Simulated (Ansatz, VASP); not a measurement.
## One calculation of WS, two programs

The input INCAR:

```
SYSTEM = WS
PREC = Accurate
ENCUT = 520
EDIFF = 1E-7
ISMEAR = 0
SIGMA = 0.1
LREAL = .False.
LASPH = .True.
NELM = 150
ALGO = Fast
ISIF = 2
LWAVE = .False.
LCHARG = .True.
ISPIN = 2
MAGMOM = 1 -1 0 0
LORBIT = 11
LMAXMIX = 4
GGA = PS
LELF = .True.
LVHAR = .True.
NBANDS = 32
```

Contents of KPOINTS:

```
Automatic mesh
0
Gamma
  14 14 7
  0 0 0
```

POSCAR

```
WS
1.0
    0.0000000000      2.4499136187      2.4499136187
    2.4499136187      0.0000000000      2.4499136187
    4.8998272375      4.8998272375      0.0000000000
W S
2 2
Direct
    0.0000000000      1.0000000000      1.0000000000
    0.0000000000      1.0000000000      0.5000000000
    0.5000000000      0.5000000000      0.2500000000
    0.5000000000      0.5000000000      0.7500000000
```

Input for Ansatz:

```yaml
crystal:
  lattice:
    - [0.0, 2.4499136091, 2.4499136091]
    - [2.4499136091, 0.0, 2.4499136091]
    - [4.8998272181, 4.8998272181, 0.0]
  atoms:
    - { symbol: W, position: [1.0, 0.0, 0.0], spin: 1.0 }
    - { symbol: S, position: [0.5, 0.5, 0.25] }
    - { symbol: W, position: [1.0, 0.0, 0.5], spin: -1.0 }
    - { symbol: S, position: [0.5, 0.5, 0.75] }
basis:
  ecutwfc: 420
kpoints:
  mp_grid: { grid: [14, 14, 7] }
hamiltonian:
  xc: pbesol
scf:
  occupations: { method: gaussian, width: 0.1 }
  lower_state_search: "off"
output:
  forces: true
  stress: true
  eigenvalues: true
  populations: true
magnetization:
  spin_polarized: true
```

Alike in both runs: task single point; functional PBEsol; k mesh 14 × 14 × 7; occupations gaussian, width 0.1 eV; collinear spin.

|  | VASP | Ansatz |
| --- | --- | --- |
| version | VASP 6.6.1 | Ansatz 0.2.0 |
| potentials or method | VASP PAW PBE potentials, release 64 (W_sv, S), cutoff 520 eV | scalar-relativistic, plane waves, PAW |
| valence electrons in the cell | 40 | 40 |

|  | VASP | Ansatz | Ansatz less VASP |
| --- | --- | --- | --- |
| gap on the k mesh at the Fermi level (eV) | none | none | - |
| pressure (GPa) | 0.6 | 0.0 | -0.62 |
| net moment per atom (μB) | 0.00 | 0.00 | 0.000 |

VASP's potentials were made for PBE, not for PBEsol. A gap of «none» marks a metal or a gap that the smearing closes. Ansatz's warnings: seeded moment not kept.

Spin-orbit coupling is off throughout.
